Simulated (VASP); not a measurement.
# CdSe: single point with PBEsol-based screened hybrid with 25 % exact exchange

The system is CdSe.

```
CELL_PARAMETERS angstrom
0.00000 2.81541 2.81541
2.81541 0.00000 2.81541
2.81541 2.81541 0.00000
ATOMIC_POSITIONS crystal
Cd 0.00000 0.00000 0.00000
Se 0.50000 0.50000 0.50000
```

```yaml
Program: VASP 6.6.1
Task: single point
Functional: PBEsol-based screened hybrid with 25 % exact exchange
Potentials_or_basis: VASP PAW PBE potentials, release 64 (Cd, Se)
Cutoff: 520 eV
k_mesh: 4 × 4 × 4
Occupations: fermi-dirac, width 0.05 eV
Spin: no spin polarisation
Dipole_correction: no
Grid_for_exact_exchange_PRECFOCK: Normal
Share_of_exact_exchange: 0.25
Further_INCAR_settings: ALGO = Normal; EDIFF = 1e-07; NBANDS = 16
Screening_parameter: 0.207 1/Å
```

| Quantity | Value |
| --- | --- |
| Pressure | 0.3 GPa |
| Band gap on the k mesh | 0.27 eV (least direct gap 1.86 eV) |

Levels at points of the mesh, in eV from the valence-band top:
```
           k point  band 7  band 8  band 9  band 10  band 11  band 12
(0.00, 0.00, 0.00)   -0.67   -0.67   -0.67     1.19     9.67     9.67
(0.50, 0.00, 0.00)   -5.69    0.00    0.00     3.76     6.17     6.17
(0.50, 0.50, 0.00)   -4.83   -2.40   -2.40     0.27     6.13    11.45
```

Run time: 18 min on 1 thread of Intel(R) Xeon(R) Platinum 8375C CPU @ 2.90GHz (Ice Lake), on a shared host, peak memory 0.27 GiB.

Caveat: the k points lie up to 0.48 Å⁻¹ apart; the PAW data sets were made with another functional, which shifts forces and pressure a little. A k mesh can miss the band edges.
